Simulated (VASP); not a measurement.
A run of VASP 6.6.1 is set up as follows.

Contents of INCAR:

```
SYSTEM = MgO
  ALGO = Normal
  EDIFF = 1E-6
  ENCUT = 520
  GGA = PE
  ISIF = 2
  ISMEAR = 0
  LASPH = .True.
  LCHARG = .True.
  LELF = .True.
  LREAL = .False.
  LVHAR = .True.
  LWAVE = .False.
  NBANDS = 16
  NELM = 60
  PREC = Accurate
  SIGMA = 0.05
```

The input KPOINTS:

```
k-points
0
Gamma
  9 9 6
  0 0 0
```

The input POSCAR:

```
MgO
1.0
    3.4861000000      0.0000000000      0.0000000000
   -1.7430500000      3.0190511601      0.0000000000
    0.0000000000      0.0000000000      4.1122000000
Mg O
2 2
Direct
    0.6666666667      0.3333333333      0.7500000000
    0.3333333333      0.6666666667      0.2500000000
    0.6666666667      0.3333333333      0.2500000000
    0.3333333333      0.6666666667      0.7500000000
```

Potentials or basis: VASP PAW PBE potentials, release 64 (Mg, O).

Run with:

```console
$ cat potpaw_PBE.64/Mg/POTCAR potpaw_PBE.64/O/POTCAR > POTCAR
$ mpirun -np 1 vasp_std > vasp.out
```

Task: Predict the pressure.

Result: 6.6 GPa.

Task: Estimate the band gap on the k mesh.

Result: 3.54 eV, direct.

Stress tensor (GPa, compression positive):
```
5.06 0.00 0.00
0.00 5.06 0.00
0.00 0.00 9.57
```
